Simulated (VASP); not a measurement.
# PbO (P1) in VASP: single point with PBE

Aim: the single point of PbO with PBE.

All numbers are computed with VASP 6.6.1; they aren't measurements. Logs are shortened: lines on timing, memory, paths and dates and some standing lists are left out, and cuts for length are marked.

## 1. The cell of the first run

The typed cell holds 4 atoms: a = 3.687 Å, b = 3.641 Å, c = 6.370 Å, α = 90.84°, β = 89.71°, γ = 119.83°.

## 2. Single point, PBE (atoms moved at random and the cell strained at random)

Input file INCAR:

```
SYSTEM = PbO
  PREC = Accurate
  ENCUT = 520
  EDIFF = 1E-6
  ISMEAR = 0
  SIGMA = 0.05
  LREAL = .False.
  LASPH = .True.
  NELM = 60
  ALGO = Normal
  ISIF = 2
  LWAVE = .False.
  LCHARG = .False.
  GGA = PE
  NBANDS = 28
```

Input file KPOINTS:

```
Automatic mesh
0
Gamma
  10 10 6
  0 0 0
```

Input file POSCAR:

```
PbO
1.0
    3.6874262456      0.0188730408      0.0093129895
   -1.8273685900      3.1496009091     -0.0265370306
    0.0163486484     -0.0443527000      6.3700014413
Pb O
2 2
Direct
    0.3105416238      0.6046580422      0.2462782988
    0.6509506753      0.3402238484      0.7637255123
   -0.0121026077      0.0227947513      0.0164420041
    0.0506103086      0.0323233581      0.4735541848
```

Potentials or basis: VASP PAW PBE potentials, release 64 (Pb_d, O).

The run is started by

```
$ cat potpaw_PBE.64/Pb_d/POTCAR potpaw_PBE.64/O/POTCAR > POTCAR
$ mpirun -np 1 vasp_std > vasp.out
```

OUTCAR:

```text
SYSTEM = PbO
   PREC = Accurate
   ENCUT = 520
   EDIFF = 1E-6
   ISMEAR = 0
   LREAL = .False.
   LASPH = .True.
   NELM = 60
   ISIF = 2
   GGA = PE

 ion  position               nearest neighbor table
   1  0.311  0.605  0.246-   4 2.33   3 2.34   4 2.62   3 2.64   4 2.78   3 2.79   2 3.61   2 3.74
                             2 3.83   2 3.88   2 3.92   2 4.01
   2  0.651  0.340  0.764-   3 2.64   4 2.66   3 2.67   3 2.67   4 2.89   4 2.90   1 3.61   1 3.74
                             1 3.83   1 3.88   1 3.92   1 4.01
   3  0.988  0.023  0.016-   1 2.34   1 2.64   2 2.64   2 2.67   2 2.67   1 2.79
   4  0.051  0.032  0.474-   1 2.33   1 2.62   2 2.66   1 2.78   2 2.89   2 2.90

  LATTYP: Found a triclinic cell.
 ALAT       =     3.6414236315
 B/A-ratio  =     1.0089857544
 C/A-ratio  =     1.7493643891
 COS(alpha) =     0.0093928040
 COS(beta)  =     0.0145974200
 COS(gamma) =     0.4918766044

  Lattice vectors:

 A1 = (  -1.8273685900,   3.1496009091,  -0.0265370306)
 A2 = (   1.8600576556,   3.1684739499,  -0.0172240411)
 A3 = (  -0.0163486484,   0.0443527000,  -6.3700014413)

Analysis of symmetry for initial positions (statically):
=====================================================================
 Subroutine PRICEL returns:
 Original cell was already a primitive cell.

 Routine SETGRP: Setting up the symmetry group for a
 triclinic supercell.

 Subroutine GETGRP returns: Found  1 space group operations
 (whereof  1 operations were pure point group operations)
 out of a pool of  2 trial point group operations.

The static configuration has the point symmetry C_1 .

Analysis of symmetry for dynamics (positions and initial velocities):
=====================================================================
 Subroutine PRICEL returns:
 Original cell was already a primitive cell.

 Routine SETGRP: Setting up the symmetry group for a
 triclinic supercell.

 Subroutine GETGRP returns: Found  1 space group operations
 (whereof  1 operations were pure point group operations)
 out of a pool of  2 trial point group operations.

The dynamic configuration has the point symmetry C_1 .

 Subroutine INISYM returns: Found  1 space group operations
 (whereof  1 operations are pure point group operations),
 and found     1 'primitive' translations

----------------------------------------------------------------------------------------

                                     Primitive cell

  volume of cell :      74.1963

  direct lattice vectors                    reciprocal lattice vectors
     3.687426246  0.018873041  0.009312990     0.270387914  0.156879861  0.000398362
    -1.827368590  3.149600909 -0.026537031    -0.001625881  0.316575830  0.002208410
     0.016348648 -0.044352700  6.370001441    -0.000402082  0.001089476  0.156994453

  length of vectors
     3.687486304  3.641423632  6.370176827     0.312603700  0.316587708  0.156998749

  position of ions in fractional coordinates (direct lattice)
     0.310541624  0.604658042  0.246278299
     0.650950675  0.340223848  0.763725512
     0.987897392  0.022794751  0.016442004
     0.050610309  0.032323358  0.473554185

  ion indices of the primitive-cell ions
   primitive index   ion index
                 1           1
                 2           2
                 3           3
                 4           4

----------------------------------------------------------------------------------------

 KPOINTS: Automatic mesh

Automatic generation of k-mesh.
 Grid dimensions read from file:
 generate k-points for:   10   10    6

 Generating k-lattice:

  Cartesian coordinates                     Fractional coordinates (reciprocal lattice)
     0.027038791  0.015687986  0.000039836     0.100000000  0.000000000 -0.000000000
    -0.000162588  0.031657583  0.000220841    -0.000000000  0.100000000  0.000000000
    -0.000067014  0.000181579  0.026165742     0.000000000 -0.000000000  0.166666667

  Length of vectors
     0.031260370  0.031658771  0.026166458

  Shift w.r.t. Gamma in fractional coordinates (k-lattice)
     0.000000000  0.000000000  0.000000000

 Subroutine IBZKPT returns following result:
 ===========================================

 Found    304 irreducible k-points:

 Following reciprocal coordinates:
            Coordinates               Weight
  0.000000  0.000000  0.000000      1.000000
  0.100000 -0.000000  0.000000      2.000000
  0.200000 -0.000000  0.000000      2.000000
  0.300000  0.000000 -0.000000      2.000000
  0.400000  0.000000  0.000000      2.000000
  0.500000  0.000000  0.000000      1.000000
[... 16 lines left out ...]
 -0.400000  0.200000 -0.000000      2.000000
 -0.300000  0.200000  0.000000      2.000000
 [... further k-points ...]
   k-points           NKPTS =    304   k-points in BZ     NKDIM =    304   number of bands    NBANDS=     28
   number of dos      NEDOS =    301   number of ions     NIONS =      4
   total plane-waves  NPLWV =  37632
   dimension x,y,z NGX =    28 NGY =   28 NGZ =   48
   dimension x,y,z NGXF=    56 NGYF=   56 NGZF=   96
   ions per type =               2   2
   NGX,Y,Z   is equivalent  to a cutoff of  12.62, 12.78, 12.53 a.u.
   NGXF,Y,Z  is equivalent  to a cutoff of  25.25, 25.57, 25.05 a.u.
 SYSTEM =  PbO
   PREC   = accura    normal or accurate (medium, high low for compatibility)
   ISTART =      0    job   : 0-new  1-cont  2-samecut
   ICHARG =      2    charge: 1-file 2-atom 10-const
   ISPIN  =      1    spin polarized calculation?
   LNONCOLLINEAR =      F non collinear calculations
   LSORBIT =      F    spin-orbit coupling
   LASPH  =      T    aspherical Exc in radial PAW
   ENCUT  =  520.0 eV  38.22 Ry    6.18 a.u.   6.86  6.77 11.84*2*pi/ulx,y,z
   NELM   =     60;   NELMIN=  2; NELMDL= -5     # of ELM steps
   EDIFF  = 0.1E-05   stopping-criterion for ELM
   LREAL  =      F    real-space projection
   EDIFFG = 0.1E-04   stopping-criterion for IOM
   NSW    =      0    number of steps for IOM
   IBRION =     -1    ionic relax: 0-MD 1-quasi-New 2-CG
   NFREE  =      0    steps in history (QN), initial steepest desc. (CG)
   ISIF   =      2    stress and relaxation
   ISYM   =      2    0-nonsym 1-usesym 2-fastsym
   POTIM  = 0.5000    time-step for ionic-motion
   TEBEG  =    0.0;   TEEND  =   0.0 temperature during run
   PSTRESS=    0.0 pullay stress
   NELECT =      40.0000    total number of electrons
   NUPDOWN=      -1.0000    fix difference up-down
   EMIN   =  10.00;   EMAX   =-10.00  energy-range for DOS
   EFERMI =   0.00;   METHOD = LEGACY
   ISMEAR =     0;   SIGMA  =   0.05  broadening in eV -4-tet -1-fermi 0-gaus
   EFERMI_NEDOS =   21; number of points for ismear=-14 and -15
   IALGO  =     38    algorithm
   IMIX   =      4    mixing-type and parameters
     AMIX     =   0.40;   BMIX     =  1.00
     AMIX_MAG =   1.60;   BMIX_MAG =  1.00
  volume/ion in A,a.u.               =      18.55       125.18
  Fermi-wavevector in a.u.,A,eV,Ry     =   1.332398  2.517868 24.154221  1.775285
  Thomas-Fermi vector in A             =   2.461336
   LORBIT       =      0    0 simple, 1 ext, 2 COOP (PROOUT), +10 PAW based schemes
   GGA     = PE    functional components
   LHFCALC =     F    Hartree Fock is set to
   AEXX    =    0.0000 exact exchange contribution
   IVDW    =     0    specifies the selected vdW correction
   LEPSILON=     F    determine dielectric tensor
   LRPA    =     F    only Hartree local field effects (RPA)
 non-spin polarized calculation
 Gauss-broadening in eV      SIGMA  =   0.05
  energy-cutoff  :      520.00
  volume of cell :       74.20
 maximum number of plane-waves:      2016
   NGX = 13   NGY = 13   NGZ = 23

 number of electron      39.9999997 magnetization

 Free energy of the ion-electron system (eV)
  ---------------------------------------------------
  ext. energy  EPLUGINS =         0.00000000
  ---------------------------------------------------
  free energy    TOTEN  =       -20.33810382 eV

  energy without entropy =      -20.33809957  energy(sigma->0) =      -20.33810170

 E-fermi :   6.2061     XC(G=0): -10.4239

 val. band max:        6.1087269769   @ k =   0.0000   0.5000   0.1667
 cond. band min:       6.3034399534   @ k =   0.0000   0.5000   0.1667
 fundamental gap:      0.1947129765
 Fermi energy:         6.2060834820

 k-point     1 :       0.0000    0.0000    0.0000
  band No.  band energies     occupation
      1     -11.6189      2.00000
      2     -10.9152      2.00000
      3     -10.7137      2.00000
      4     -10.7065      2.00000
      5     -10.6730      2.00000
      6     -10.5694      2.00000
[... 20 lines left out ...]
     27      15.1986      0.00000
     28      15.8868      0.00000

 k-point     2 :       0.1000   -0.0000    0.0000
  band No.  band energies     occupation
      1     -11.6065      2.00000
      2     -10.9790      2.00000
      3     -10.7164      2.00000
      4     -10.6919      2.00000
      5     -10.6624      2.00000
      6     -10.5717      2.00000
[... 20 lines left out ...]
     27      15.7202      0.00000
     28      16.0579      0.00000

 k-point     3 :       0.2000   -0.0000    0.0000
  band No.  band energies     occupation
      1     -11.5870      2.00000
      2     -11.0917      2.00000
      3     -10.7153      2.00000
      4     -10.6548      2.00000
      5     -10.6282      2.00000
      6     -10.5775      2.00000
[... 20 lines left out ...]
     27      15.5552      0.00000
     28      17.0717      0.00000

 k-point     4 :       0.3000    0.0000   -0.0000
  band No.  band energies     occupation
      1     -11.5906      2.00000
      2     -11.1725      2.00000
      3     -10.7065      2.00000
      4     -10.6122      2.00000
      5     -10.5893      2.00000
      6     -10.5806      2.00000
[... 578 lines left out ...]
     27      17.1730      0.00000
     28      17.5354      0.00000

 k-point    23 :      -0.4000    0.2000   -0.0000
  band No.  band energies     occupation
      1     -11.5913      2.00000
      2     -11.1880      2.00000
      3     -10.6665      2.00000
      4     -10.6490      2.00000
      5     -10.5909      2.00000
      6     -10.5438      2.00000
[... 20 lines left out ...]
     27      16.6699      0.00000
     28      17.2428      0.00000

 k-point    24 :      -0.3000    0.2000    0.0000
  band No.  band energies     occupation
      1     -11.5826      2.00000
      2     -11.1382      2.00000
      3     -10.6889      2.00000
      4     -10.6619      2.00000
      5     -10.5896      2.00000
      6     -10.5701      2.00000
[... 20 lines left out ...]
     27      15.8616      0.00000
     28      17.1114      0.00000

 [... further k-points ...]

------------------------ aborting loop because EDIFF is reached ----------------------------------------

  FORCE on cell =-STRESS in cart. coord.  units (eV):
  Direction    XX          YY          ZZ          XY          YZ          ZX
  --------------------------------------------------------------------------------------
  -------------------------------------------------------------------------------------
  Total       -0.1849609     -0.0092313      0.2228969     -0.1852118      0.1551689     -0.0356664
  in kB       -3.9940007     -0.1993394      4.8131817     -3.9994197      3.3506809     -0.7701726
  external PRESSURE =       0.2066139 kB  Pullay stress =       0.0000000 kB

 VOLUME and BASIS-vectors are now :
 -----------------------------------------------------------------------------
  energy-cutoff  :      520.00
  volume of cell :       74.20
      direct lattice vectors                 reciprocal lattice vectors
     3.687426246  0.018873041  0.009312990     0.270387914  0.156879861  0.000398362
    -1.827368590  3.149600909 -0.026537031    -0.001625881  0.316575830  0.002208410
     0.016348648 -0.044352700  6.370001441    -0.000402082  0.001089476  0.156994453

 POSITION                                       TOTAL-FORCE (eV/Angst)
 -----------------------------------------------------------------------------------
      0.04419      1.89937      1.55564        -0.086080      0.548322      0.735958
      1.79110      1.04998      4.86197         0.026396     -0.130656     -0.430367
      3.60141      0.08971      0.11333         0.042554     -0.235558     -1.295500
      0.13530      0.08176      3.01615         0.017130     -0.182108      0.989909
 -----------------------------------------------------------------------------------
    total drift:                               -0.000174      0.000378     -0.000057

  FREE ENERGIE OF THE ION-ELECTRON SYSTEM (eV)
  ---------------------------------------------------
  free  energy   TOTEN  =       -20.3381038175 eV

  energy  without entropy=      -20.3380995736  energy(sigma->0) =      -20.33810170
```

It took 7.6 min on 1 thread of Intel Xeon Platinum 8259CL at 2.50GHz (Skylake/Cascade Lake), shared host; peak memory 0.57 GiB.

Results:

```yaml
Free_energy: -20.3381 eV
Pressure: 0.0 GPa
Largest_force: 1.317 eV/Å
Band_gap_on_the_k_mesh: 0.19 eV
```

Forces on the atoms (eV/Å):
```
Pb  -0.086  0.548  0.736
Pb   0.026 -0.131 -0.430
O    0.043 -0.236 -1.296
O    0.017 -0.182  0.990
```

Caveat: the cell differs from its parent crystal (atoms moved at random and the cell strained at random); spin-orbit coupling is left out, which moves the levels of the heavy elements; forces of over 1 eV/Å act on the atoms, so gaps and moduli don't describe the material at rest. A k mesh can miss the band edges.
